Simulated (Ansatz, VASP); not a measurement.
# Mg in VASP and in Ansatz

INCAR

```
  ALGO = Fast
  EDIFF = 1E-7
  EDIFFG = -0.01
  ENCUT = 600
  GGA = PE
  IBRION = 2
  ISIF = 3
  ISMEAR = 0
  LASPH = True
  LCHARG = False
  LREAL = False
  LWAVE = False
  NELM = 60
  NSW = 100
  PREC = Accurate
  SIGMA = 0.1
```

The input KPOINTS:

```
k-points
0
Gamma
  22 22 22
```

POSCAR

```
Mg
1.0
    0.0000000000      2.2558302602      2.3104169921
    2.2124578189      0.0000000000      2.3104169921
    2.2124578189      2.2558302602      0.0000000000
Mg
1
Direct
    0.0000000000      0.0000000000      0.0000000000
```

Input for Ansatz:

```yaml
crystal:
  lattice:
    - [0.0, 2.2558302602, 2.3104169921]
    - [2.2124578189, 0.0, 2.3104169921]
    - [2.2124578189, 2.2558302602, 0.0]
  atoms:
    - { symbol: Mg, position: [0.0, 0.0, 0.0] }
basis:
  ecutwfc: 420
kpoints:
  mp_grid: { grid: [22, 22, 22] }
hamiltonian:
  xc: pbe
scf:
  occupations: { method: gaussian, width: 0.1 }
output:
  forces: true
  stress: true
  eigenvalues: true
  write_density: true
  write_potential: true
  elf: true
  volumetric_format: npy
relax:
  adjacent_minimum: "off"
  f_tol: 0.01
  max_steps: 80
  cell: { stress_tol: 0.05 }
```

Alike in both runs: task relaxation of cell and atoms; functional PBE; k mesh 22 × 22 × 22; occupations gaussian, width 0.1 eV; no spin polarisation.

|  | VASP | Ansatz |
| --- | --- | --- |
| version | VASP 6.6.1 | Ansatz 0.2.0 |
| potentials or method | VASP PAW PBE potentials, release 64 (Mg), cutoff 600 eV | scalar-relativistic, plane waves, PAW |
| valence electrons in the cell | 2 | 10 |

|  | VASP | Ansatz | Ansatz less VASP |
| --- | --- | --- | --- |
| gap on the k mesh at the Fermi level, each at its own relaxed structure (eV) | none | none | - |
| relaxed volume (Å³/atom) | 23.07 | 23.13 | +0.065 |
| relaxed cell length with the largest relative difference (Å) | 3.219 | 3.223 | +0.0034 |

A gap of «none» marks a metal or a gap that the smearing closes. VASP's potentials hold 2 valence electrons a cell and Ansatz's 10, so a difference there can come from the potentials and not from the codes.
